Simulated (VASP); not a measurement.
A run of VASP 6.6.1 is set up as follows.

Contents of INCAR:

```
ALGO     = Normal         # electronic algorithm
EDIFF    = 1E-6           # SCF threshold, eV
ENCUT    = 520            # plane-wave cutoff, eV
GGA      = PE             # functional
ISIF     = 2              # what is computed and relaxed
ISMEAR   = 0              # smearing method
LASPH    = True           # aspherical terms in the spheres
LCHARG   = False          # write CHGCAR
LREAL    = False          # projectors in reciprocal space
LWAVE    = False          # write WAVECAR
NBANDS   = 22             # bands
NELM     = 100            # most SCF steps
PREC     = Accurate       # precision mode
SIGMA    = 0.1            # smearing width, eV
```

The input KPOINTS:

```
k-points
0
Gamma
  6 6 4
```

The input POSCAR:

```
Re
1.0
    1.9571250093     -1.9520801125      0.0000000000
    1.9571250093      1.9520801125      0.0000000000
    0.0000000000      0.0000000000      7.8497762921
Re
4
Direct
    0.7499956353      0.2500043647      0.1249916746
    0.7500043647      0.2499956353      0.6249916746
    0.2500043647      0.7499956353      0.8750083254
    0.2499956353      0.7500043647      0.3750083254
```

Potentials or basis: VASP PAW PBE potentials, release 64 (Re).

Launch:

```sh
$ cat potpaw_PBE.64/Re/POTCAR > POTCAR
$ mpirun -np 1 vasp_std > vasp.out
```

Q: Predict the pressure.

A: -0.5 GPa.

Q: Predict the band gap on the k mesh.

A: Zero (band 14 reaches 10.71 eV, above the bottom of band 15 at 6.47 eV).

Stress tensor (GPa, compression positive):
```
-0.81  0.00  0.00
 0.00 -0.24  0.00
 0.00  0.00 -0.40
```

Caveat: the k points lie up to 0.38 Å⁻¹ apart; spin-orbit coupling is left out, which moves the levels of the heavy elements.
